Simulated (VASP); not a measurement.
Runs of VASP 6.6.1 on Ba. The structure is that of space group P6_3/mmc (No. 194), or close to it. The cells are those of the table. 

| cell | k mesh | gap on the mesh (eV) | pressure (GPa) |
| --- | --- | --- | --- |
| a = 4.428, b = 4.428, c = 7.245 Å, angles 90.0, 90.0, 120.0°, 2 atoms | 9 × 9 × 5 | none | 0.8 |
| a = 4.491, b = 4.491, c = 7.349 Å, angles 90.0, 90.0, 120.0°, 2 atoms | 9 × 9 × 5 | none | (a) |
| a = 4.553, b = 4.553, c = 7.449 Å, angles 90.0, 90.0, 120.0°, 2 atoms | 8 × 8 × 5 | none | 0.1 |
| a = 4.671, b = 4.671, c = 7.643 Å, angles 90.0, 90.0, 120.0°, 2 atoms | 9 × 9 × 5 | none | -0.5 |
| a = 4.612, b = 4.612, c = 7.547 Å, angles 90.0, 90.0, 120.0°, 2 atoms | 9 × 9 × 5 | none | -0.2 |
| a = 4.553, b = 4.553, c = 7.449 Å, angles 90.0, 90.0, 120.0°, 2 atoms | 9 × 9 × 5 | none | 0.1 |
| a = 4.363, b = 4.363, c = 7.139 Å, angles 90.0, 90.0, 120.0°, 2 atoms | 9 × 9 × 5 | none | 1.3 |
| a = 4.728, b = 4.728, c = 7.736 Å, angles 90.0, 90.0, 120.0°, 2 atoms | 9 × 9 × 5 | none | (b) |

Alike in all rows: task single point; level BLYP; potentials or basis VASP PAW PBE potentials, release 64 (Ba_sv); no spin polarisation; cutoff (eV) 520; smearing fermi-dirac 0.1 eV.

Q: Estimate the missing entries.

A: (a) 0.4; (b) -0.7.

Caveats: the PAW data sets were made with another functional, which shifts forces and pressure a little; spin-orbit coupling is left out, which moves the levels of the heavy elements.

A k mesh can miss the band edges, and the runs leave out spin-orbit coupling on Ba.

A gap of «none» marks levels without a gap at the run's occupations.
